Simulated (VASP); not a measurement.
Here is a VASP 6.6.1 calculation.

The input INCAR:

```
SYSTEM = Ca
PREC = Accurate ; ENCUT = 520
EDIFF = 1E-6 ; ISMEAR = 0
SIGMA = 0.15 ; LREAL = .FALSE.
LASPH = .TRUE. ; NELM = 60
ALGO = Fast ; ISIF = 2
LWAVE = .FALSE. ; LCHARG = .TRUE.
GGA = PS ; LELF = .TRUE.
LVHAR = .TRUE. ; NBANDS = 17
```

File KPOINTS:

```
regular mesh
0
G
  18 18 8
  0 0 0
```

The input POSCAR:

```
Ca
1.0
    3.7453229438      0.0000000000      0.0000000000
   -1.8726614719      3.2435448147      0.0000000000
    0.0000000000      0.0000000000      7.3626658900
Ca
2
Direct
    0.3333333333      0.6666666667      0.2500000000
    0.6666666667      0.3333333333      0.7500000000
```

Potentials or basis: VASP PAW PBE potentials, release 64 (Ca_sv).

The run is started by

```console
$ cat potpaw_PBE.64/Ca_sv/POTCAR > POTCAR
$ mpirun -np 1 vasp_std > vasp.out
```

Estimate the band gap on the k mesh.

zero (band 10 reaches 2.05 eV, above the bottom of band 11 at 0.91 eV).

Estimate the pressure.

-0.9 GPa.

Stress tensor (GPa, compression positive):
```
 0.91  0.00  0.00
 0.00  0.91  0.00
 0.00  0.00 -4.66
```

Caveat: the PAW data sets were made with another functional, which shifts forces and pressure a little.
